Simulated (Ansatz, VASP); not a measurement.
One calculation of Hf, two programs

```
Hf
1.0
     0.00000    2.20882    2.20882
     2.20882    0.00000    2.20882
     2.20882    2.20882    0.00000
Hf
1
Direct
  0.00000 0.00000 0.00000
```

Alike in both runs: task single point; functional PBEsol; k mesh 16 × 16 × 16; occupations gaussian, width 0.1 eV; no spin polarisation.

|  | VASP | Ansatz |
| --- | --- | --- |
| version | VASP 6.6.1 | Ansatz 0.2.0 |
| potentials or method | VASP PAW PBE potentials, release 64 (Hf_pv), cutoff 500 eV | scalar-relativistic, plane waves, PAW |
| valence electrons in the cell | 10 | 26 |

|  | VASP | Ansatz | Ansatz less VASP |
| --- | --- | --- | --- |
| gap on the k mesh at the Fermi level (eV) | none | none | - |
| pressure (GPa) | -0.4 | 0.0 | +0.41 |

VASP's potentials were made for PBE, not for PBEsol. A gap of «none» marks a metal or a gap that the smearing closes. VASP's potentials hold 10 valence electrons a cell and Ansatz's 26, so a difference there can come from the potentials and not from the codes.

Neither program's run includes spin-orbit coupling.
